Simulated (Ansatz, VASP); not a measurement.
## Two plane-wave programs on CaSe

INCAR

```
PREC = Accurate
ENCUT = 520
EDIFF = 1E-6
ISMEAR = 0
SIGMA = 0.05
LREAL = F
LASPH = T
NELM = 60
ALGO = Normal
ISIF = 2
LWAVE = F
LCHARG = F
GGA = PS
NBANDS = 15
```

The input KPOINTS:

```
Automatic mesh
0
Gamma
  8 8 8
```

File POSCAR:

```
CaSe
1.0
    0.0923750000      2.9560000000      2.9560000000
    2.9560000000      0.0923750000      2.9560000000
    3.0483750000      3.0483750000      0.0000000000
Ca Se
1 1
Direct
    0.0000000000      0.0000000000      0.0000000000
    0.5000000000      0.5000000000      0.5000000000
```

Input for Ansatz:

```yaml
crystal:
  lattice:
    - [0.092375, 2.956, 2.956]
    - [2.956, 0.092375, 2.956]
    - [3.048375, 3.048375, 0.0]
  atoms:
    - { symbol: Ca, position: [0.0, 0.0, 0.0] }
    - { symbol: Se, position: [0.5, 0.5, 0.5] }
basis:
  ecutwfc: 420
kpoints:
  mp_grid: { grid: [8, 8, 8] }
hamiltonian:
  xc: pbesol
scf:
  occupations: { method: gaussian, width: 0.05 }
output:
  forces: true
  stress: true
  eigenvalues: true
```

Change from the starting cell: strain +0.0625 x Voigt [0, 0, 0, 0, 0, 1], atoms carried along.

Alike in both runs: task single point; functional PBEsol; k mesh 8 × 8 × 8; occupations gaussian, width 0.05 eV; no spin polarisation.

|  | VASP | Ansatz |
| --- | --- | --- |
| version | VASP 6.6.1 | Ansatz 0.2.0 |
| potentials or method | VASP PAW PBE potentials, release 64 (Ca_sv, Se), cutoff 520 eV | scalar-relativistic, plane waves, PAW |
| valence electrons in the cell | 16 | 26 |

|  | VASP | Ansatz | Ansatz less VASP |
| --- | --- | --- | --- |
| gap on the k mesh at the Fermi level (eV) | 1.71 | 1.73 | +0.012 |
| least direct gap on the mesh (eV) | 2.59 | 2.60 | +0.011 |
| pressure (GPa) | -0.9 | -1.1 | -0.19 |
| traceless stress, the component that is largest in VASP (GPa) | -1.70 | -1.71 | -0.010 |

VASP's potentials were made for PBE, not for PBEsol. VASP's potentials hold 16 valence electrons a cell and Ansatz's 26, so a difference there can come from the potentials and not from the codes.
